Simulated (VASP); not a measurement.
# MnO (Fm-3m) in VASP: further runs

MnO is run at these levels: LDA+U; tasks: single point.

All numbers are computed with VASP 6.6.1; they aren't measurements. Logs are shortened: lines on timing, memory, paths and dates and some standing lists are left out, and cuts for length are marked.

## (1) The cell of the first run

Symmetry: Fm-3m, No. 225, cubic system. The conventional cell has a = 4.446 Å, b = 4.446 Å, c = 4.446 Å, α = 90.00°, β = 90.00°, γ = 90.00°. Within 2.9 Å of Mn (site symmetry m-3m) lie 6 O at 2.22 Å. O (site symmetry m-3m) has 6 Mn at 2.22 Å within 2.9 Å.

## (2) Single point, LDA+U, collinear spin, ferromagnetic start

Contents of INCAR:

```
PREC = Accurate ; ENCUT = 520
EDIFF = 1E-6 ; ISMEAR = -1
SIGMA = 0.05 ; LREAL = F
LASPH = T ; NELM = 150
ALGO = Normal ; ISIF = 2
LWAVE = F ; LCHARG = F
ISPIN = 2 ; MAGMOM = 4.5 0
LORBIT = 11 ; LMAXMIX = 4
LDAU = T ; LDAUTYPE = 2
LDAUL = 2 -1 ; LDAUU = 6.2 0
LDAUJ = 0 0 ; LDAUPRINT = 1
GGA = CA ; NBANDS = 20
```

Contents of KPOINTS:

```
Automatic mesh
0
Gamma
  9 9 9
```

Contents of POSCAR:

```
MnO
1.0
    0.0000000000      2.2230000000      2.2230000000
    2.2230000000      0.0000000000      2.2230000000
    2.2230000000      2.2230000000      0.0000000000
Mn O
1 1
Direct
    0.0000000000      0.0000000000      0.0000000000
    0.5000000000      0.5000000000      0.5000000000
```

Potentials or basis: VASP PAW LDA potentials, release 64 (Mn_pv, O).

Started as:

```sh
> cat potpaw_LDA.64/Mn_pv/POTCAR potpaw_LDA.64/O/POTCAR > POTCAR
> mpirun -np 1 vasp_std > vasp.out
```

OUTCAR:

```text
PREC = Accurate
   ENCUT = 520
   EDIFF = 1E-6
   ISMEAR = -1
   LREAL = F
   LASPH = T
   NELM = 150
   ISIF = 2
   ISPIN = 2
   LORBIT = 11
   GGA = CA

 ion  position               nearest neighbor table
   1  0.000  0.000  0.000-   2 2.22   2 2.22   2 2.22   2 2.22   2 2.22   2 2.22
   2  0.500  0.500  0.500-   1 2.22   1 2.22   1 2.22   1 2.22   1 2.22   1 2.22

  LATTYP: Found a face centered cubic cell.
 ALAT       =     4.4460000000

  Lattice vectors:

 A1 = (   0.0000000000,   2.2230000000,   2.2230000000)
 A2 = (   2.2230000000,   0.0000000000,   2.2230000000)
 A3 = (   2.2230000000,   2.2230000000,   0.0000000000)

Analysis of symmetry for initial positions (statically):
=====================================================================
 Subroutine PRICEL returns:
 Original cell was already a primitive cell.

 Routine SETGRP: Setting up the symmetry group for a
 face centered cubic supercell.

 Subroutine GETGRP returns: Found 48 space group operations
 (whereof 48 operations were pure point group operations)
 out of a pool of 48 trial point group operations.

The static configuration has the point symmetry O_h .

Analysis of symmetry for dynamics (positions and initial velocities):
=====================================================================
 Subroutine PRICEL returns:
 Original cell was already a primitive cell.

 Routine SETGRP: Setting up the symmetry group for a
 face centered cubic supercell.

 Subroutine GETGRP returns: Found 48 space group operations
 (whereof 48 operations were pure point group operations)
 out of a pool of 48 trial point group operations.

The dynamic configuration has the point symmetry O_h .

Analysis of structural, dynamic, and magnetic symmetry:
=====================================================================
 Subroutine PRICEL returns:
[... 173 lines left out ...]
  o =  0.0175  v =  0.0000  0.0000  0.0000  0.0000  0.0000  0.0020  0.9985 -0.0000  0.0543  0.0000      0.0000  0.0000  0.0000  0.0000  0.0000  0.0000  0.0000  0.0000  0.0000  0.0000
  o =  0.0175  v =  0.0000  0.0000  0.0000  0.0000  0.0000  1.0000 -0.0023 -0.0000  0.0067  0.0000      0.0000  0.0000  0.0000  0.0000  0.0000  0.0000  0.0000  0.0000  0.0000  0.0000
  o =  0.0669  v =  0.0000  0.0000  0.0000  0.0000  0.0000 -0.0000 -0.0000 -0.9999 -0.0000  0.0135      0.0000  0.0000  0.0000  0.0000  0.0000  0.0000  0.0000  0.0000  0.0000  0.0000
  o =  0.0669  v =  0.0000  0.0000  0.0000  0.0000  0.0000  0.0000  0.0000 -0.0135 -0.0000 -0.9999      0.0000  0.0000  0.0000  0.0000  0.0000  0.0000  0.0000  0.0000  0.0000  0.0000
  o =  0.9450  v =  0.0000  0.8769 -0.0000  0.4808 -0.0000  0.0000  0.0000  0.0000  0.0000  0.0000      0.0000  0.0000  0.0000  0.0000  0.0000  0.0000  0.0000  0.0000  0.0000  0.0000
  o =  0.9450  v =  0.0000  0.4808 -0.0000 -0.8769 -0.0000  0.0000  0.0000  0.0000  0.0000  0.0000      0.0000  0.0000  0.0000  0.0000  0.0000  0.0000  0.0000  0.0000  0.0000  0.0000
  o =  0.9450  v =  1.0000  0.0000  0.0000  0.0000  0.0000  0.0000  0.0000  0.0000  0.0000  0.0000      0.0000  0.0000  0.0000  0.0000  0.0000  0.0000  0.0000  0.0000  0.0000  0.0000
  o =  0.9823  v =  0.0000  0.0000  0.0162  0.0000  0.9999  0.0000  0.0000  0.0000  0.0000  0.0000      0.0000  0.0000  0.0000  0.0000  0.0000  0.0000  0.0000  0.0000  0.0000  0.0000
  o =  0.9823  v =  0.0000  0.0000  0.9999 -0.0000 -0.0162  0.0000  0.0000  0.0000  0.0000  0.0000      0.0000  0.0000  0.0000  0.0000  0.0000  0.0000  0.0000  0.0000  0.0000  0.0000

 number of electron      18.9999991 magnetization       5.0000348

 Free energy of the ion-electron system (eV)
  ---------------------------------------------------
  ext. energy  EPLUGINS =         0.00000000
  ---------------------------------------------------
  free energy    TOTEN  =       -16.06071457 eV

  energy without entropy =      -16.06070877  energy(sigma->0) =      -16.06071167

 E-fermi :   6.6544     XC(G=0): -12.3211

 val. band max:        6.2069497357   @ k =   0.4444   0.0000   0.0000
 cond. band min:       6.9188822661   @ k =   0.0000   0.0000   0.0000
 fundamental gap:      0.7119325304
 Fermi energy:         6.6543948918

 spin component 1

 k-point     1 :       0.0000    0.0000    0.0000
  band No.  band energies     occupation
      1     -42.5684      1.00000
      2     -42.5684      1.00000
      3     -42.5684      1.00000
      4     -12.4165      1.00000
      5       1.6180      1.00000
      6       1.6180      1.00000
[... 1097 lines left out ...]
     19      33.9933      0.00000
     20      35.8675      0.00000

 [... further k-points ...]

------------------------ aborting loop because EDIFF is reached ----------------------------------------

  FORCE on cell =-STRESS in cart. coord.  units (eV):
  Direction    XX          YY          ZZ          XY          YZ          ZX
  --------------------------------------------------------------------------------------
  -------------------------------------------------------------------------------------
  Total       -0.5315661     -0.5315661     -0.5315661      0.0000000      0.0000000      0.0000000
  in kB      -38.7631902    -38.7631902    -38.7631902      0.0000000      0.0000000      0.0000000
  external PRESSURE =     -38.7631902 kB  Pullay stress =       0.0000000 kB

 VOLUME and BASIS-vectors are now :
 -----------------------------------------------------------------------------
  energy-cutoff  :      520.00
  volume of cell :       21.97
      direct lattice vectors                 reciprocal lattice vectors
     0.000000000  2.223000000  2.223000000    -0.224921278  0.224921278  0.224921278
     2.223000000  0.000000000  2.223000000     0.224921278 -0.224921278  0.224921278
     2.223000000  2.223000000  0.000000000     0.224921278  0.224921278 -0.224921278

 POSITION                                       TOTAL-FORCE (eV/Angst)
 -----------------------------------------------------------------------------------
      0.00000      0.00000      0.00000        -0.000000      0.000000     -0.000000
      2.22300      2.22300      2.22300         0.000000     -0.000000      0.000000
 -----------------------------------------------------------------------------------
    total drift:                                0.000000     -0.000000     -0.000000

  FREE ENERGIE OF THE ION-ELECTRON SYSTEM (eV)
  ---------------------------------------------------
  free  energy   TOTEN  =       -16.0607145655 eV

  energy  without entropy=      -16.0607087650  energy(sigma->0) =      -16.06071167

 total charge

# of ion       s       p       d       tot
------------------------------------------
    1        0.217   6.191   4.965  11.373
    2        1.541   3.439   0.000   4.980
--------------------------------------------------
tot          1.758   9.630   4.965  16.353

 magnetization (x)

# of ion       s       p       d       tot
------------------------------------------
    1        0.027   0.021   4.603   4.651
    2        0.019   0.110   0.000   0.129
--------------------------------------------------
tot          0.046   0.131   4.603   4.780
```

stdout:

```text
POSCAR found type information on POSCAR MnO
 POSCAR found :  2 types and       2 ions
 scaLAPACK will be used
 LDA part: xc-table for (Slater(with rela. corr.)+CA(PZ))
 , standard interpolation
 POSCAR, INCAR and KPOINTS ok, starting setup
 FFT: planning ... GRIDC
 FFT: planning ... GRID_SOFT
 FFT: planning ... GRID
 WAVECAR not read
 entering main loop
```

It took 33 s on 1 thread of Intel Xeon 8259CL, shared host; peak memory 0.14 GiB.

What came out:

* Free energy: -16.0607 eV
* Pressure: -3.9 GPa
* Band gap on the k mesh: 0.71 eV, indirect (least direct gap 2.72 eV)
* Net moment: 5.00 μB per cell
* Site moments: Mn +4.65; O +0.13 μB
* Valence electrons inside the program's atomic spheres: Mn 11.37; O 4.98

Levels at points of the mesh, in eV from the valence-band top:
Spin up:
| k point | band 10 | band 11 | band 12 | band 13 | band 14 | band 15 |
| --- | --- | --- | --- | --- | --- | --- |
| (0.00, 0.00, 0.00) | -2.35 | -2.35 | -2.35 | 0.71 | 14.93 | 16.19 |
Spin down:
```csv
k point,band 5,band 6,band 7,band 8,band 9,band 10
"(0.00, 0.00, 0.00)",-2.01,-2.01,-2.01,1.79,4.16,4.16
```

Eigenvalues of the final occupation matrices:
| site | spin | trace | eigenvalues |
| --- | --- | --- | --- |
| site 1 d | 1 | 4.80 | 0.94 0.94 0.94 0.98 0.98 |
| site 1 d | 2 | 0.19 | 0.02 0.02 0.02 0.07 0.07 |

Caveat: a cell with one magnetic atom can't hold antiferromagnetic order, which such compounds often take. The state reached can hang on the start; a lower one may exist.

## (3) Single point, LDA+U, collinear spin, ferromagnetic start

Contents of INCAR:

```
PREC = Accurate ; ENCUT = 600
EDIFF = 1E-6 ; ISMEAR = -1
SIGMA = 0.05 ; LREAL = F
LASPH = T ; NELM = 200
ALGO = Normal ; ISIF = 2
LWAVE = F ; LCHARG = F
ISPIN = 2 ; MAGMOM = 4.5 0
LORBIT = 11 ; LMAXMIX = 4
LDAU = T ; LDAUTYPE = 2
LDAUL = 2 -1 ; LDAUU = 6.2 0
LDAUJ = 0 0 ; LDAUPRINT = 1
GGA = CA ; NBANDS = 22
GGA_COMPAT = F
```

KPOINTS is that of step 2.

POSCAR is that of step 2.

Potentials or basis: VASP PAW LDA potentials, release 64 (Mn_sv, O).

Started as:

```sh
> cat potpaw_LDA.64/Mn_sv/POTCAR potpaw_LDA.64/O/POTCAR > POTCAR
> mpirun -np 1 vasp_std > vasp.out
```

Wall time 57 s (1 thread of Intel Xeon Platinum 8259CL at 2.50GHz (Skylake/Cascade Lake), shared host); peak memory 0.16 GiB.

The run converged. Its results:

```yaml
Free_energy: -15.8019 eV
Pressure: -7.2 GPa
Band_gap_on_the_k_mesh: 0.68 eV, indirect (least direct gap 2.76 eV)
Net_moment: 5.00 μB per cell
Site_moments: Mn +4.57; O +0.15 μB
Valence_electrons_inside_the_program's_atomic_spheres: Mn 12.93; O 4.98
```

Levels at points of the mesh, in eV from the valence-band top:
Spin up:
```
           k point  band 9  band 10  band 11  band 12  band 13  band 14  band 15  band 16  band 17  band 18
(0.00, 0.00, 0.00)   -4.15    -4.15    -2.44    -2.44    -2.44     0.68    14.91    16.32    16.32    16.32
```
Spin down:
```
           k point  band 6  band 7  band 8  band 9  band 10  band 11
(0.00, 0.00, 0.00)   -2.07   -2.07   -2.07    1.74     3.93     3.93
```

Eigenvalues of the final occupation matrices:
```csv
site,spin,trace,eigenvalues
site 1 d,1,4.69,0.92 0.92 0.92 0.96 0.96
site 1 d,2,0.13,0.01 0.01 0.01 0.05 0.05
```

Caveat: a cell with one magnetic atom can't hold antiferromagnetic order, which such compounds often take. A k mesh can miss the band edges.
